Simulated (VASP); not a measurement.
# BP (F-43m) in VASP: a series of runs

BP is run at these levels: LDA; tasks: single point, relaxation of cell and atoms.

Everything below comes from runs of VASP 6.6.1. Logs are shortened: lines on timing, memory, paths and dates and some standing lists are left out, and cuts for length are marked.

### 1 The cell of the first run

Symmetry: F-43m, No. 216, cubic system. Conventional cell: a = 4.491 Å, b = 4.491 Å, c = 4.491 Å, α = 90.00°, β = 90.00°, γ = 90.00°. Within 2.6 Å of B (site symmetry -43m) lie 4 P at 1.94 Å. P (site symmetry -43m) has 4 B at 1.94 Å within 2.6 Å.

### 2 Single point, LDA

File INCAR:

```
PREC     = Accurate       # precision mode
ENCUT    = 500            # plane-wave cutoff, eV
EDIFF    = 1E-6           # SCF threshold, eV
ISMEAR   = -1             # smearing method
SIGMA    = 0.02           # smearing width, eV
LREAL    = False          # projectors in reciprocal space
LASPH    = True           # aspherical terms in the spheres
NELM     = 120            # most SCF steps
ALGO     = Normal         # electronic algorithm
ISIF     = 2              # what is computed and relaxed
LWAVE    = False          # write WAVECAR
LCHARG   = True           # write CHGCAR
GGA      = CA             # functional
LELF     = True           # ELF
LVHAR    = True         
NBANDS   = 11             # bands
GGA_COMPAT= False
```

File KPOINTS:

```
Automatic mesh
0
Gamma
  8 8 8
```

File POSCAR:

```
BP
1.0
    0.0000000000      2.2453140077      2.2453140077
    2.2453140077      0.0000000000      2.2453140077
    2.2453140077      2.2453140077      0.0000000000
B P
1 1
Direct
    0.0000000000      0.0000000000      0.0000000000
    0.2500000000      0.2500000000      0.2500000000
```

Potentials or basis: VASP PAW LDA potentials, release 64 (B, P).

The run is started by

```
> cat potpaw_LDA.64/B/POTCAR potpaw_LDA.64/P/POTCAR > POTCAR
> mpirun -np 1 vasp_std > vasp.out
```

OUTCAR:

```text
PREC = Accurate
   ENCUT = 500
   EDIFF = 1E-6
   ISMEAR = -1
   LREAL = False
   LASPH = True
   NELM = 120
   ISIF = 2
   GGA = CA

 ion  position               nearest neighbor table
   1  0.000  0.000  0.000-   2 1.94   2 1.94   2 1.94   2 1.94
   2  0.250  0.250  0.250-   1 1.94   1 1.94   1 1.94   1 1.94

  LATTYP: Found a face centered cubic cell.
 ALAT       =     4.4906280154

  Lattice vectors:

 A1 = (   0.0000000000,   2.2453140077,   2.2453140077)
 A2 = (   2.2453140077,   0.0000000000,   2.2453140077)
 A3 = (   2.2453140077,   2.2453140077,   0.0000000000)

Analysis of symmetry for initial positions (statically):
=====================================================================
 Subroutine PRICEL returns:
 Original cell was already a primitive cell.

 Routine SETGRP: Setting up the symmetry group for a
 face centered cubic supercell.

 Subroutine GETGRP returns: Found 24 space group operations
 (whereof 24 operations were pure point group operations)
 out of a pool of 48 trial point group operations.

The static configuration has the point symmetry T_d .

Analysis of symmetry for dynamics (positions and initial velocities):
=====================================================================
 Subroutine PRICEL returns:
 Original cell was already a primitive cell.

 Routine SETGRP: Setting up the symmetry group for a
 face centered cubic supercell.

 Subroutine GETGRP returns: Found 24 space group operations
 (whereof 24 operations were pure point group operations)
 out of a pool of 48 trial point group operations.

The dynamic configuration has the point symmetry T_d .

 Subroutine INISYM returns: Found 24 space group operations
 (whereof 24 operations are pure point group operations),
 and found     1 'primitive' translations

----------------------------------------------------------------------------------------

                                     Primitive cell

  volume of cell :      22.6392

  direct lattice vectors                    reciprocal lattice vectors
     0.000000000  2.245314008  2.245314008    -0.222686002  0.222686002  0.222686002
     2.245314008  0.000000000  2.245314008     0.222686002 -0.222686002  0.222686002
     2.245314008  2.245314008  0.000000000     0.222686002  0.222686002 -0.222686002

  length of vectors
     3.175353521  3.175353521  3.175353521     0.385703470  0.385703470  0.385703470

  position of ions in fractional coordinates (direct lattice)
     0.000000000  0.000000000  0.000000000
     0.250000000  0.250000000  0.250000000

  ion indices of the primitive-cell ions
   primitive index   ion index
                 1           1
                 2           2

----------------------------------------------------------------------------------------

 KPOINTS: Automatic mesh

Automatic generation of k-mesh.
 Grid dimensions read from file:
 generate k-points for:    8    8    8

 Generating k-lattice:

  Cartesian coordinates                     Fractional coordinates (reciprocal lattice)
    -0.027835750  0.027835750  0.027835750     0.125000000  0.000000000  0.000000000
     0.027835750 -0.027835750  0.027835750     0.000000000  0.125000000  0.000000000
     0.027835750  0.027835750 -0.027835750     0.000000000  0.000000000  0.125000000

  Length of vectors
     0.048212934  0.048212934  0.048212934

  Shift w.r.t. Gamma in fractional coordinates (k-lattice)
     0.000000000  0.000000000  0.000000000

 Subroutine IBZKPT returns following result:
 ===========================================

 Found     29 irreducible k-points:

 Following reciprocal coordinates:
            Coordinates               Weight
  0.000000  0.000000  0.000000      1.000000
  0.125000  0.000000  0.000000      8.000000
  0.250000  0.000000  0.000000      8.000000
  0.375000  0.000000  0.000000      8.000000
  0.500000  0.000000  0.000000      4.000000
  0.125000  0.125000  0.000000      6.000000
[... 16 lines left out ...]
  0.500000  0.250000  0.125000     48.000000
 -0.375000  0.250000  0.125000     24.000000
 [... further k-points ...]
   k-points           NKPTS =     29   k-points in BZ     NKDIM =     29   number of bands    NBANDS=     11
   number of dos      NEDOS =    301   number of ions     NIONS =      2
   total plane-waves  NPLWV =  13824
   dimension x,y,z NGX =    24 NGY =   24 NGZ =   24
   dimension x,y,z NGXF=    48 NGYF=   48 NGZF=   48
   ions per type =               1   1
   NGX,Y,Z   is equivalent  to a cutoff of  12.57, 12.57, 12.57 a.u.
   NGXF,Y,Z  is equivalent  to a cutoff of  25.13, 25.13, 25.13 a.u.
 SYSTEM =  unknown system
   PREC   = accura    normal or accurate (medium, high low for compatibility)
   ISTART =      0    job   : 0-new  1-cont  2-samecut
   ICHARG =      2    charge: 1-file 2-atom 10-const
   ISPIN  =      1    spin polarized calculation?
   LNONCOLLINEAR =      F non collinear calculations
   LSORBIT =      F    spin-orbit coupling
   LASPH  =      T    aspherical Exc in radial PAW
   ENCUT  =  500.0 eV  36.75 Ry    6.06 a.u.   5.79  5.79  5.79*2*pi/ulx,y,z
   NELM   =    120;   NELMIN=  2; NELMDL= -5     # of ELM steps
   EDIFF  = 0.1E-05   stopping-criterion for ELM
   LREAL  =      F    real-space projection
   EDIFFG = 0.1E-04   stopping-criterion for IOM
   NSW    =      0    number of steps for IOM
   IBRION =     -1    ionic relax: 0-MD 1-quasi-New 2-CG
   NFREE  =      0    steps in history (QN), initial steepest desc. (CG)
   ISIF   =      2    stress and relaxation
   ISYM   =      2    0-nonsym 1-usesym 2-fastsym
   POTIM  = 0.5000    time-step for ionic-motion
   TEBEG  =    0.0;   TEEND  =   0.0 temperature during run
   PSTRESS=    0.0 pullay stress
   NELECT =       8.0000    total number of electrons
   NUPDOWN=      -1.0000    fix difference up-down
   EMIN   =  10.00;   EMAX   =-10.00  energy-range for DOS
   EFERMI =   0.00;   METHOD = LEGACY
   ISMEAR =    -1;   SIGMA  =   0.02  broadening in eV -4-tet -1-fermi 0-gaus
   EFERMI_NEDOS =   21; number of points for ismear=-14 and -15
   IALGO  =     38    algorithm
   IMIX   =      4    mixing-type and parameters
     AMIX     =   0.40;   BMIX     =  1.00
     AMIX_MAG =   1.60;   BMIX_MAG =  1.00
  volume/ion in A,a.u.               =      11.32        76.39
  Fermi-wavevector in a.u.,A,eV,Ry     =   1.157402  2.187174 18.226099  1.339581
  Thomas-Fermi vector in A             =   2.294014
   LORBIT       =      0    0 simple, 1 ext, 2 COOP (PROOUT), +10 PAW based schemes
   GGA     = CA    functional components
   LHFCALC =     F    Hartree Fock is set to
   AEXX    =    0.0000 exact exchange contribution
   IVDW    =     0    specifies the selected vdW correction
   LEPSILON=     F    determine dielectric tensor
   LRPA    =     F    only Hartree local field effects (RPA)
 non-spin polarized calculation
  energy-cutoff  :      500.00
  volume of cell :       22.64
 maximum number of plane-waves:       588
   NGX = 11   NGY = 11   NGZ = 11

 number of electron       8.0000001 magnetization

 Free energy of the ion-electron system (eV)
  ---------------------------------------------------
  ext. energy  EPLUGINS =         0.00000000
  ---------------------------------------------------
  free energy    TOTEN  =       -14.39708717 eV

  energy without entropy =      -14.39708717  energy(sigma->0) =      -14.39708717

 E-fermi :   8.2821     XC(G=0): -11.2181

 val. band max:        7.7867058577   @ k =   0.0000   0.0000   0.0000
 cond. band min:       8.9709597429   @ k =   0.3750   0.3750   0.0000
 fundamental gap:      1.1842538852
 Fermi energy:         8.2820692650

 k-point     1 :       0.0000    0.0000    0.0000
  band No.  band energies     occupation
      1      -7.8841      2.00000
      2       7.7867      2.00000
      3       7.7867      2.00000
      4       7.7867      2.00000
      5      11.2150      0.00000
      6      11.2150      0.00000
      7      11.2150      0.00000
      8      15.6398      0.00000
      9      19.2668      0.00000
     10      20.0609      0.00000
     11      20.0609      0.00000

 k-point     2 :       0.1250    0.0000    0.0000
  band No.  band energies     occupation
      1      -7.5960      2.00000
      2       5.9126      2.00000
      3       7.3489      2.00000
      4       7.3489      2.00000
      5      11.7842      0.00000
      6      11.8195      0.00000
      7      11.8195      0.00000
      8      16.3483      0.00000
      9      19.0854      0.00000
     10      19.0854      0.00000
     11      20.1189      0.00000

 k-point     3 :       0.2500    0.0000    0.0000
  band No.  band energies     occupation
      1      -6.7495      2.00000
      2       2.8700      2.00000
      3       6.6484      2.00000
      4       6.6484      2.00000
      5      11.9237      0.00000
      6      12.5872      0.00000
      7      12.5872      0.00000
      8      17.5607      0.00000
      9      18.8104      0.00000
     10      18.8104      0.00000
     11      20.8882      0.00000

 k-point     4 :       0.3750    0.0000    0.0000
  band No.  band energies     occupation
      1      -5.4449      2.00000
      2       0.0785      2.00000
      3       6.1655      2.00000
      4       6.1655      2.00000
      5      11.8145      0.00000
      6      12.6103      0.00000
      7      12.6103      0.00000
      8      17.9009      0.00000
      9      20.5220      0.00000
     10      20.5220      0.00000
     11      21.7304      0.00000
[... 239 lines left out ...]
 k-point    22 :       0.3750    0.2500    0.1250
  band No.  band energies     occupation
      1      -6.0070      2.00000
      2       2.8391      2.00000
      3       3.8852      2.00000
      4       5.7741      2.00000
      5      11.2302      0.00000
      6      13.7781      0.00000
      7      14.1051      0.00000
      8      15.4172      0.00000
      9      19.5499      0.00000
     10      21.7931      0.00000
     11      23.6086      0.00000

 k-point    23 :       0.5000    0.2500    0.1250
  band No.  band energies     occupation
      1      -4.7340      2.00000
      2       0.5955      2.00000
      3       3.2516      2.00000
      4       4.9683      2.00000
      5      11.8493      0.00000
      6      13.3153      0.00000
      7      15.1987      0.00000
      8      16.2346      0.00000
      9      20.3069      0.00000
     10      21.3255      0.00000
     11      25.0025      0.00000

 k-point    24 :      -0.3750    0.2500    0.1250
  band No.  band energies     occupation
      1      -3.7578      2.00000
      2      -0.8203      2.00000
      3       3.1864      2.00000
      4       4.5795      2.00000
      5      11.9071      0.00000
      6      13.0711      0.00000
      7      16.2466      0.00000
      8      17.6673      0.00000
      9      18.2963      0.00000
     10      22.3432      0.00000
     11      24.7112      0.00000

 [... further k-points ...]

------------------------ aborting loop because EDIFF is reached ----------------------------------------

  FORCE on cell =-STRESS in cart. coord.  units (eV):
  Direction    XX          YY          ZZ          XY          YZ          ZX
  --------------------------------------------------------------------------------------
  -------------------------------------------------------------------------------------
  Total       -0.0150711     -0.0150711     -0.0150711      0.0000000     -0.0000000      0.0000000
  in kB       -1.0665843     -1.0665843     -1.0665843      0.0000000     -0.0000000      0.0000000
  external PRESSURE =      -1.0665843 kB  Pullay stress =       0.0000000 kB

 VOLUME and BASIS-vectors are now :
 -----------------------------------------------------------------------------
  energy-cutoff  :      500.00
  volume of cell :       22.64
      direct lattice vectors                 reciprocal lattice vectors
     0.000000000  2.245314008  2.245314008    -0.222686002  0.222686002  0.222686002
     2.245314008  0.000000000  2.245314008     0.222686002 -0.222686002  0.222686002
     2.245314008  2.245314008  0.000000000     0.222686002  0.222686002 -0.222686002

 POSITION                                       TOTAL-FORCE (eV/Angst)
 -----------------------------------------------------------------------------------
      0.00000      0.00000      0.00000        -0.000000      0.000000     -0.000000
      1.12266      1.12266      1.12266         0.000000     -0.000000      0.000000
 -----------------------------------------------------------------------------------
    total drift:                                0.000000      0.000000      0.000000

  FREE ENERGIE OF THE ION-ELECTRON SYSTEM (eV)
  ---------------------------------------------------
  free  energy   TOTEN  =       -14.3970871689 eV

  energy  without entropy=      -14.3970871689  energy(sigma->0) =      -14.39708717
```

It took 3 s on 1 thread of Intel Xeon 6975P-C (Granite Rapids), shared host; peak memory 0.12 GiB.

Results:

| Item | Value |
| --- | --- |
| Free energy | -14.3971 eV |
| Pressure | -0.1 GPa |
| Band gap on the k mesh | 1.18 eV (least direct gap 3.43 eV) |

Levels at points of the mesh, in eV from the valence-band top:
```tsv
k point	band 2	band 3	band 4	band 5	band 6	band 7
(0.00, 0.00, 0.00)	0.00	0.00	0.00	3.43	3.43	3.43
(0.50, 0.00, 0.00)	-9.24	-1.79	-1.79	3.97	4.70	4.70
(0.50, 0.50, 0.00)	-8.65	-4.22	-4.22	1.24	1.53	12.29
```

A k mesh can miss the band edges.

### 3 Relaxation of cell and atoms, LDA

This run uses another cell than the first one, of 11.70 Å³/atom.

File INCAR:

```
SYSTEM = BP
PREC = Accurate
ENCUT = 500
EDIFF = 1E-7
ISMEAR = -1
SIGMA = 0.02
LREAL = .FALSE.
LASPH = .TRUE.
NELM = 120
ALGO = Normal
ISIF = 3
LWAVE = .FALSE.
LCHARG = .FALSE.
IBRION = 2
NSW = 80
EDIFFG = -0.03
GGA_COMPAT = .FALSE.
NELMIN = 4
```

File KPOINTS:

```
Automatic mesh
0
G
  8 8 8
  0 0 0
```

File POSCAR:

```
BP
1.0
    0.0000000000      2.2700000000      2.2700000000
    2.2700000000      0.0000000000      2.2700000000
    2.2700000000      2.2700000000      0.0000000000
B P
1 1
Direct
    0.0000000000      0.0000000000      0.0000000000
    0.2500000000      0.2500000000      0.2500000000
```

Potentials or basis: VASP PAW LDA potentials, release 64 (B, P).

The run is started by

```
> cat potpaw_LDA.64/B/POTCAR potpaw_LDA.64/P/POTCAR > POTCAR
> mpirun -np 1 vasp_std > vasp.out
```

Wall time 4.6 s (1 thread of Intel Xeon 6975P-C (Granite Rapids), shared host); peak memory 0.12 GiB.

The run converged. Its results:

```
Free energy                           : -14.3974 eV
Relaxed volume                        : 11.31 Å³/atom
Relaxed cell                          : a = 3.175 Å, b = 3.175 Å, c = 3.175 Å, α = 60.00°, β = 60.00°, γ = 60.00°
Space group after relaxing (to 0.1 Å) : F-43m (No. 216)
Energy gained by relaxing             : 6.8 meV/atom
Ionic steps                           : 3
Pressure after relaxing               : 0.0 GPa
Band gap on the k mesh                : 1.18 eV (least direct gap 3.43 eV)
```

Step by step:
| step | energy change (eV) | largest force (eV/Å) | pressure (GPa) | volume (Å³) |
| --- | --- | --- | --- | --- |
| 1 | 0.0000 | 0.0000 | -5.50 | 23.39 |
| 2 | -0.0055 | 0.0000 | 4.65 | 22.06 |
| 3 | -0.0136 | 0.0000 | -0.02 | 22.63 |

Final structure:
```xyz
2
Lattice="0.0000 2.2449 2.2449 2.2449 0.0000 2.2449 2.2449 2.2449 0.0000" Properties=species:S:1:pos:R:3 pbc="T T T"
B     0.0000    0.0000    0.0000
P     1.1225    1.1225    1.1225
```

Levels at points of the mesh, in eV from the valence-band top:
```
           k point  band 1  band 2  band 3  band 4  band 5  band 6  band 7  band 8
(0.00, 0.00, 0.00)  -15.68    0.00    0.00    0.00    3.43    3.43    3.43    7.86
(0.50, 0.00, 0.00)  -12.22   -9.24   -1.79   -1.79    3.98    4.70    4.70   10.04
(0.50, 0.50, 0.00)  -10.68   -8.65   -4.22   -4.22    1.24    1.53   12.30   12.30
```
